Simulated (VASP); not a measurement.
# Ga (Pm-3m) in VASP: further runs, part 2 of 2

VASP 6.6.1. The steps go on from the part before.

### 6 Relaxation of cell and atoms, PBE, target pressure 20 GPa, at which the enthalpy is minimised

This run uses another cell than the first one, of 20.05 Å³/atom, 1.352 times its volume.

Input file INCAR:

```
PREC     = Accurate       # precision mode
ENCUT    = 600            # plane-wave cutoff, eV
EDIFF    = 1E-6           # SCF threshold, eV
ISMEAR   = -1             # smearing method
SIGMA    = 0.05           # smearing width, eV
LREAL    = False          # projectors in reciprocal space
LASPH    = True           # aspherical terms in the spheres
NELM     = 80             # most SCF steps
ALGO     = Normal         # electronic algorithm
ISIF     = 3              # what is computed and relaxed
LWAVE    = False          # write WAVECAR
LCHARG   = False          # write CHGCAR
GGA      = PE             # functional
IBRION   = 2              # ionic algorithm
NSW      = 60             # ionic steps
EDIFFG   = -0.01          # ionic threshold
PSTRESS  = 200.0
```

Input file KPOINTS:

```
Automatic mesh
0
Gamma
  10 10 10
```

Input file POSCAR:

```
Ga
1.0
    2.7164800000      0.0000000000      0.0000000000
    0.0000000000      2.7164800000      0.0000000000
    0.0000000000      0.0000000000      2.7164800000
Ga
1
Direct
    0.0000000000      0.0000000000      0.0000000000
```

Potentials or basis: VASP PAW PBE potentials, release 64 (Ga_d).

On the command line:

```bash
$ cat potpaw_PBE.64/Ga_d/POTCAR > POTCAR
$ mpirun -np 1 vasp_std > vasp.out
```

OUTCAR:

```text
PREC = Accurate
   ENCUT = 600
   EDIFF = 1E-6
   ISMEAR = -1
   LREAL = False
   LASPH = True
   NELM = 80
   ISIF = 3
   GGA = PE
   IBRION = 2
   NSW = 60
   EDIFFG = -0.01
   PSTRESS = 200.0

 ion  position               nearest neighbor table
   1  0.000  0.000  0.000-

  LATTYP: Found a simple cubic cell.
 ALAT       =     2.7164800000

  Lattice vectors:

 A1 = (   2.7164800000,   0.0000000000,   0.0000000000)
 A2 = (   0.0000000000,   2.7164800000,   0.0000000000)
 A3 = (   0.0000000000,   0.0000000000,   2.7164800000)

Analysis of symmetry for initial positions (statically):
=====================================================================
 Subroutine PRICEL returns:
 Original cell was already a primitive cell.

 Routine SETGRP: Setting up the symmetry group for a
 simple cubic supercell.

 Subroutine GETGRP returns: Found 48 space group operations
 (whereof 48 operations were pure point group operations)
 out of a pool of 48 trial point group operations.

The static configuration has the point symmetry O_h .

Analysis of symmetry for dynamics (positions and initial velocities):
=====================================================================
 Subroutine PRICEL returns:
 Original cell was already a primitive cell.

 Routine SETGRP: Setting up the symmetry group for a
 simple cubic supercell.

 Subroutine GETGRP returns: Found 48 space group operations
 (whereof 48 operations were pure point group operations)
 out of a pool of 48 trial point group operations.

The dynamic configuration has the point symmetry O_h .

 Subroutine INISYM returns: Found 48 space group operations
 (whereof 48 operations are pure point group operations),
 and found     1 'primitive' translations

----------------------------------------------------------------------------------------

                                     Primitive cell

  volume of cell :      20.0456

  direct lattice vectors                    reciprocal lattice vectors
     2.716480000  0.000000000  0.000000000     0.368123454  0.000000000  0.000000000
     0.000000000  2.716480000  0.000000000     0.000000000  0.368123454  0.000000000
     0.000000000  0.000000000  2.716480000     0.000000000  0.000000000  0.368123454

  length of vectors
     2.716480000  2.716480000  2.716480000     0.368123454  0.368123454  0.368123454

  position of ions in fractional coordinates (direct lattice)
     0.000000000  0.000000000  0.000000000

  ion indices of the primitive-cell ions
   primitive index   ion index
                 1           1

----------------------------------------------------------------------------------------

 KPOINTS: Automatic mesh

Automatic generation of k-mesh.
 Grid dimensions read from file:
 generate k-points for:   10   10   10

 Generating k-lattice:

  Cartesian coordinates                     Fractional coordinates (reciprocal lattice)
     0.036812345  0.000000000  0.000000000     0.100000000  0.000000000  0.000000000
     0.000000000  0.036812345  0.000000000     0.000000000  0.100000000  0.000000000
     0.000000000  0.000000000  0.036812345     0.000000000  0.000000000  0.100000000

  Length of vectors
     0.036812345  0.036812345  0.036812345

  Shift w.r.t. Gamma in fractional coordinates (k-lattice)
     0.000000000  0.000000000  0.000000000

 Subroutine IBZKPT returns following result:
 ===========================================

 Found     56 irreducible k-points:

 Following reciprocal coordinates:
            Coordinates               Weight
  0.000000  0.000000  0.000000      1.000000
  0.100000  0.000000  0.000000      6.000000
  0.200000  0.000000  0.000000      6.000000
  0.300000  0.000000  0.000000      6.000000
  0.400000  0.000000  0.000000      6.000000
  0.500000  0.000000  0.000000      3.000000
[... 16 lines left out ...]
  0.200000  0.100000  0.100000     24.000000
  0.300000  0.100000  0.100000     24.000000
 [... further k-points ...]
   k-points           NKPTS =     56   k-points in BZ     NKDIM =     56   number of bands    NBANDS=     10
   number of dos      NEDOS =    301   number of ions     NIONS =      1
   total plane-waves  NPLWV =  13824
   dimension x,y,z NGX =    24 NGY =   24 NGZ =   24
   dimension x,y,z NGXF=    48 NGYF=   48 NGZF=   48
   ions per type =               1
   NGX,Y,Z   is equivalent  to a cutoff of  14.69, 14.69, 14.69 a.u.
   NGXF,Y,Z  is equivalent  to a cutoff of  29.38, 29.38, 29.38 a.u.
 SYSTEM =  unknown system
   PREC   = accura    normal or accurate (medium, high low for compatibility)
   ISTART =      0    job   : 0-new  1-cont  2-samecut
   ICHARG =      2    charge: 1-file 2-atom 10-const
   ISPIN  =      1    spin polarized calculation?
   LNONCOLLINEAR =      F non collinear calculations
   LSORBIT =      F    spin-orbit coupling
   LASPH  =      T    aspherical Exc in radial PAW
   ENCUT  =  600.0 eV  44.10 Ry    6.64 a.u.   5.43  5.43  5.43*2*pi/ulx,y,z
   NELM   =     80;   NELMIN=  2; NELMDL= -5     # of ELM steps
   EDIFF  = 0.1E-05   stopping-criterion for ELM
   LREAL  =      F    real-space projection
   EDIFFG = -.1E-01   stopping-criterion for IOM
   NSW    =     60    number of steps for IOM
   IBRION =      2    ionic relax: 0-MD 1-quasi-New 2-CG
   NFREE  =      1    steps in history (QN), initial steepest desc. (CG)
   ISIF   =      3    stress and relaxation
   ISYM   =      2    0-nonsym 1-usesym 2-fastsym
   POTIM  = 0.5000    time-step for ionic-motion
   TEBEG  =    0.0;   TEEND  =   0.0 temperature during run
   PSTRESS=  200.0 pullay stress
   NELECT =      13.0000    total number of electrons
   NUPDOWN=      -1.0000    fix difference up-down
   EMIN   =  10.00;   EMAX   =-10.00  energy-range for DOS
   EFERMI =   0.00;   METHOD = LEGACY
   ISMEAR =    -1;   SIGMA  =   0.05  broadening in eV -4-tet -1-fermi 0-gaus
   EFERMI_NEDOS =   21; number of points for ismear=-14 and -15
   IALGO  =     38    algorithm
   IMIX   =      4    mixing-type and parameters
     AMIX     =   0.40;   BMIX     =  1.00
     AMIX_MAG =   1.60;   BMIX_MAG =  1.00
  volume/ion in A,a.u.               =      20.05       135.27
  Fermi-wavevector in a.u.,A,eV,Ry     =   1.417042  2.677821 27.320614  2.008008
  Thomas-Fermi vector in A             =   2.538314
   LORBIT       =      0    0 simple, 1 ext, 2 COOP (PROOUT), +10 PAW based schemes
   GGA     = PE    functional components
   LHFCALC =     F    Hartree Fock is set to
   AEXX    =    0.0000 exact exchange contribution
   IVDW    =     0    specifies the selected vdW correction
   LEPSILON=     F    determine dielectric tensor
   LRPA    =     F    only Hartree local field effects (RPA)
 conjugate gradient relaxation of ions
 non-spin polarized calculation
  energy-cutoff  :      600.00
  volume of cell :       20.05
 maximum number of plane-waves:       691
 NGX is ok and might be reduce to    24
   NGX = 11   NGY = 11   NGZ = 11

--------------------------------------- Ionic step        1  -------------------------------------------

 number of electron      13.0000005 magnetization

 Free energy of the ion-electron system (eV)
  ---------------------------------------------------
  ext. energy  EPLUGINS =         0.00000000
  ---------------------------------------------------
  free energy    TOTEN  =        -2.83106388 eV

  energy without entropy =       -2.82549376  energy(sigma->0) =       -2.82827882

------------------------ aborting loop because EDIFF is reached ----------------------------------------

  FORCE on cell =-STRESS in cart. coord.  units (eV):
  Direction    XX          YY          ZZ          XY          YZ          ZX
  --------------------------------------------------------------------------------------
  -------------------------------------------------------------------------------------
  Total        0.0290401      0.0290401      0.0290401      0.0000000     -0.0000000      0.0000000
  in kB        2.3210725      2.3210725      2.3210725      0.0000000     -0.0000000      0.0000000
  external PRESSURE =    -197.6789275 kB  Pullay stress =     200.0000000 kB
[... 172 lines left out ...]
--------------------------------------- Ionic step        6  -------------------------------------------

 number of electron      12.9999993 magnetization

 Free energy of the ion-electron system (eV)
  ---------------------------------------------------
  ext. energy  EPLUGINS =         0.00000000
  ---------------------------------------------------
  free energy    TOTEN  =        -2.62265131 eV

  energy without entropy =       -2.61961311  energy(sigma->0) =       -2.62113221

 E-fermi :   6.9512     XC(G=0): -11.8298

 val. band max:        6.8293088900   @ k =   0.4000   0.3000   0.2000
 cond. band min:       6.9726704078   @ k =   0.5000   0.5000   0.2000
 fundamental gap:      0.1433615178
 Fermi energy:         6.9512342373

 k-point     1 :       0.0000    0.0000    0.0000
  band No.  band energies     occupation
      1      -8.5910      2.00000
      2      -8.5910      2.00000
      3      -7.7115      2.00000
      4      -7.7115      2.00000
      5      -7.7115      2.00000
      6      -5.3487      2.00000
      7      17.6273      0.00000
      8      17.6273      0.00000
      9      17.6273      0.00000
     10      20.5180      0.00000
[... 287 lines left out ...]
 k-point    24 :       0.3000    0.1000    0.1000
  band No.  band energies     occupation
      1      -8.4576      2.00000
      2      -8.2004      2.00000
      3      -7.9220      2.00000
      4      -7.9018      2.00000
      5      -7.7449      2.00000
      6      -2.6223      2.00000
      7       7.5266      0.00002
      8      16.5749      0.00000
      9      17.6265      0.00000
     10      25.9560      0.00000

 [... further k-points ...]
[... 5 lines left out ...]
  --------------------------------------------------------------------------------------
  -------------------------------------------------------------------------------------
  Total        1.9837035      1.9837035      1.9837035     -0.0000000     -0.0000000      0.0000000
  in kB      200.4398503    200.4398503    200.4398503     -0.0000000     -0.0000000      0.0000000
  external PRESSURE =       0.4398503 kB  Pullay stress =     200.0000000 kB
[... 20 lines left out ...]
  energy  without entropy=       -2.6196131108  energy(sigma->0) =       -2.62113221

  enthalpy is  TOTEN    =        -0.6433009248 eV   P V=        1.9793503883

 reached required accuracy - stopping structural energy minimisation
```

Wall time 31 s (1 thread of Intel Xeon Platinum 8259CL at 2.50GHz (Skylake/Cascade Lake), shared host); peak memory 0.15 GiB.

Results:

| Item | Value |
| --- | --- |
| Free energy | -2.6227 eV |
| Relaxed volume | 15.86 Å³/atom |
| Relaxed cell | a = 2.512 Å, b = 2.512 Å, c = 2.512 Å, α = 90.00°, β = 90.00°, γ = 90.00° |
| Space group after relaxing (to 0.05 Å) | Pm-3m (No. 221) |
| Energy change on relaxing (the enthalpy is what falls) | +208.4 meV/atom |
| Ionic steps | 6 |
| Pressure after relaxing | 20.0 GPa |

The path:
```tsv
step	energy change (eV)	largest force (eV/Å)	pressure (GPa)	volume (Å³)
1	0.0000	0.0000	0.23	20.05
2	0.6339	0.0000	45.68	13.69
3	0.2024	0.0000	19.66	15.90
4	0.2119	0.0000	20.32	15.83
5	0.2037	0.0000	19.57	15.89
6	0.2084	0.0000	20.04	15.86
```

Final structure:
```xyz
1
Lattice="2.5123 0.0000 0.0000 0.0000 2.5123 0.0000 0.0000 0.0000 2.5123" Properties=species:S:1:pos:R:3 pbc="T T T"
Ga    0.0000    0.0000    2.5123
```

Caveat: the cell is relaxed towards a set pressure, so the enthalpy falls and the energy may rise; the volume moved by over 15 % at a fixed basis, so the end points are rough.

### 7 Summary

```csv
task,cell,cutoff (eV),gap on the mesh (eV),pressure (GPa)
single point,"a = 2.457 Å, 1 atom",520,none,30.3
single point,"a = 2.511 Å, 1 atom",520,none,20.2
single point,"a = 2.588 Å, 1 atom",520,none,10.1
relaxation of cell and atoms,"relaxed to 10 GPa from a = 2.716 Å, 1 atom",600,none,10.0
relaxation of cell and atoms,"relaxed to 20 GPa from a = 2.716 Å, 1 atom",600,none,20.0
```

Alike in all rows: level PBE; potentials or basis VASP PAW PBE potentials, release 64 (Ga_d); no spin polarisation; k mesh 10 × 10 × 10; smearing fermi-dirac 0.05 eV.

Caveats: the cell is relaxed towards a set pressure, so the enthalpy falls and the energy may rise (some runs); the volume moved by over 15 % at a fixed basis, so the end points are rough (some runs).

Total energies depend on the potentials used, so only differences within one code and one set of settings carry meaning.
